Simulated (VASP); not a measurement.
Ti: single point with r2SCAN

Ti:

```xyz
1
Lattice="0.0000 2.0300 2.0300 2.0300 0.0000 2.0300 2.0300 2.0300 0.0000" Properties=species:S:1:pos:R:3 pbc="T T T"
Ti    0.0000    0.0000    0.0000
```

```
Program                : VASP 6.6.1
Task                   : single point
Functional             : r2SCAN
Potentials or basis    : VASP PAW PBE potentials, release 64 (Ti_sv)
Cutoff                 : 520 eV
k mesh                 : 14 × 14 × 14
Occupations            : fermi-dirac, width 0.1 eV
Spin                   : no spin polarisation
Dipole correction      : no
Further INCAR settings : ALGO = Normal; EDIFF = 1e-06; NBANDS = 12
```

```
Pressure               : 5.0 GPa
Band gap on the k mesh : zero (band 6 reaches 9.67 eV, above the bottom of band 7 at 8.25 eV)
```

Levels at points of the mesh, in eV from the Fermi level:
```tsv
k point	band 3	band 4	band 5	band 6	band 7	band 8	band 9	band 10
(0.00, 0.00, 0.00)	-33.73	-33.73	-6.56	1.03	1.03	1.03	2.92	2.92
(0.50, 0.00, 0.00)	-33.83	-33.83	-2.80	0.54	0.94	0.94	4.00	4.01
(0.50, 0.50, 0.00)	-34.00	-34.00	-2.80	-1.88	2.99	4.06	4.26	4.26
```

It took 70 s on 1 thread of Intel(R) Xeon(R) Platinum 8259CL CPU @ 2.50GHz (Skylake/Cascade Lake) (shared host), peak memory 0.15 GiB.

Caveat: the PAW data sets were made with another functional, which shifts forces and pressure a little.
